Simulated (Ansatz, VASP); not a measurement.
## One calculation of ZrBiSe3, two programs

INCAR

```
SYSTEM = ZrBiSe3
PREC     = Accurate       ! precision mode
ENCUT    = 520            ! plane-wave cutoff, eV
EDIFF    = 1E-6           ! SCF threshold, eV
ISMEAR   = 0              ! smearing method
SIGMA    = 0.1            ! smearing width, eV
LREAL    = .False.        ! projectors in reciprocal space
LASPH    = .True.         ! aspherical terms in the spheres
NELM     = 150            ! most SCF steps
ALGO     = Normal         ! electronic algorithm
ISIF     = 2              ! what is computed and relaxed
LWAVE    = .False.        ! write WAVECAR
LCHARG   = .False.        ! write CHGCAR
ISPIN    = 2              ! spin polarisation
MAGMOM   = 1 0 0 0 0      ! initial moments
LORBIT   = 11             ! projections on sites
LMAXMIX  = 4              ! l up to which the mixer works
GGA      = PE             ! functional
IVDW     = 12             ! dispersion correction
NBANDS   = 34             ! bands
```

KPOINTS

```
Automatic mesh
0
Gamma
  6 6 2
  0 0 0
```

Contents of POSCAR:

```
ZrBiSe3
1.0
    3.6118404465      0.0000000000      0.0000000000
   -1.8059202233      3.1279455811      0.0000000000
    0.0000000000      0.0000000000     12.1115032478
Zr Bi Se
1 1 3
Direct
    0.6666666667      0.3333333333      0.3841555933
    0.0000000000      0.0000000000      0.7982768593
    0.0000000000      0.0000000000      0.0109714185
    0.3333333333      0.6666666667      0.2481686616
    0.0000000000      0.0000000000      0.5224602673
```

Input for Ansatz:

```yaml
crystal:
  lattice:
    - [3.6118404465, 0.0, 0.0]
    - [-1.8059202233, 3.1279455811, 0.0]
    - [0.0, 0.0, 12.1115032478]
  atoms:
    - { symbol: Zr, position: [0.6666666667, 0.3333333333, 0.3841555933], spin: 1.0 }
    - { symbol: Bi, position: [0.0, 0.0, 0.7982768593] }
    - { symbol: Se, position: [0.0, 0.0, 0.0109714185] }
    - { symbol: Se, position: [0.3333333333, 0.6666666667, 0.2481686616] }
    - { symbol: Se, position: [0.0, 0.0, 0.5224602673] }
basis:
  ecutwfc: 420
kpoints:
  mp_grid: { grid: [6, 6, 2] }
hamiltonian:
  xc: pbe
  dispersion: d3bj
scf:
  occupations: { method: gaussian, width: 0.1 }
  lower_state_search: "off"
output:
  forces: true
  stress: true
  eigenvalues: true
  populations: true
magnetization:
  spin_polarized: true
```

Alike in both runs: task single point; functional PBE; dispersion D3(BJ); k mesh 6 × 6 × 2; occupations gaussian, width 0.1 eV; collinear spin.

|  | VASP | Ansatz |
| --- | --- | --- |
| version | VASP 6.6.1 | Ansatz 0.2.0 |
| potentials or method | VASP PAW PBE potentials, release 64 (Zr_sv, Bi_d, Se), cutoff 520 eV | scalar-relativistic, plane waves, PAW |
| valence electrons in the cell | 45 | 75 |

|  | VASP | Ansatz | Ansatz less VASP |
| --- | --- | --- | --- |
| gap on the k mesh at the Fermi level (eV) | none | none | - |
| pressure (GPa) | 0.0 | 0.0 | -0.06 |
| traceless stress, the component that is largest in VASP (GPa) | 0.06 | 0.02 | -0.036 |
| rms of the force components (eV/Å) | 0.009 | 0.004 | -0.0050 |
| net moment per atom (μB) | 0.00 | 0.00 | -0.004 |

Atom by atom the forces differ by 0.009 eV/Å (rms over components). A gap of «none» marks a metal or a gap that the smearing closes. VASP's potentials hold 45 valence electrons a cell and Ansatz's 75, so a difference there can come from the potentials and not from the codes. Ansatz's warnings: seeded moment not kept.

Neither program's run includes spin-orbit coupling.
